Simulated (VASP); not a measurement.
Set up this calculation in VASP 6.6.1, as the native input.

* Task: single point
* Functional: PBE
* Potentials or basis: VASP PAW PBE potentials, release 64 (Al, Cu)
* Cutoff: 520 eV
* k mesh: 18 × 18 × 4
* Occupations: gaussian, width 0.1 eV
* Spin: no spin polarisation
* Dipole correction: no
* Further INCAR settings: ALGO = Fast; EDIFF = 1e-07; NBANDS = 22

The structure of Al5Cu lies in POSCAR:

```
Al5Cu
1.0
    2.7165195947     -0.0000000276      0.0000000000
   -1.3582597734      2.3525749926      0.0000000000
    0.0000000000      0.0000000000     12.8970375287
Al Cu
5 1
Direct
    0.0000000000      0.0000000000      0.0000000000
    0.3333333333      0.6666666667      0.8268286372
    0.6666666667      0.3333333333      0.6535091881
    0.3333333333      0.6666666667      0.3464908119
    0.6666666667      0.3333333333      0.1731713628
    0.0000000000      0.0000000000      0.5000000000
```

This cell differs from its parent crystal: volume scaled by 0.88, then relaxed in part.

The input as run:

INCAR

```
PREC = Accurate
ENCUT = 520
EDIFF = 1E-7
ISMEAR = 0
SIGMA = 0.1
LREAL = False
LASPH = True
NELM = 80
ALGO = Fast
ISIF = 2
LWAVE = False
LCHARG = False
GGA = PE
NBANDS = 22
```

KPOINTS

```
Automatic mesh
0
Gamma
  18 18 4
```

Potentials or basis: VASP PAW PBE potentials, release 64 (Al, Cu).

Command:

```console
$ cat potpaw_PBE.64/Al/POTCAR potpaw_PBE.64/Cu/POTCAR > POTCAR
$ mpirun -np 1 vasp_std > vasp.out
```

It gave:

```yaml
Pressure: 14.6 GPa
Largest_force: 0.017 eV/Å
Band_gap_on_the_k_mesh: zero (band 13 reaches 12.22 eV, above the bottom of band 14 at 7.90 eV)
```

Wall time 3 min on 1 thread of Intel(R) Xeon(R) 6975P-C (Granite Rapids) (shared host), peak memory 0.35 GiB.
